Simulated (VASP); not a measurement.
Fe:

```
Fe
1.0
     0.00000    1.77750    1.77750
     1.77750    0.00000    1.77750
     1.77750    1.77750    0.00000
Fe
1
Cartesian
  0.0000 0.0000 0.0000
```

Base run:

| Quantity | Value |
| --- | --- |
| Program | VASP 6.6.1 |
| Functional | PBE |
| Potentials or basis | VASP PAW PBE potentials, release 64 (Fe) |
| Cutoff | 520 eV |
| k mesh | 12 × 12 × 12 |
| Occupations | fermi-dirac, width 0.1 eV |
| Spin | collinear spin, ferromagnetic start |
| Starting moments | [2.18] μB |
| Fixed moment | 2.18 μB |

Its results: pressure 5.7 GPa; site moments Fe +2.17 μB.

Problem. The run is repeated on the same cell with these changes: fixed moment from 2.18 μB to 1.82 μB; moments at the start from [2.18] to [1.82]. What comes out?

Solution. Pressure -1.8 GPa; site moments Fe +1.81 μB.

Caveats: the total moment is fixed, so each spin has its own Fermi level.
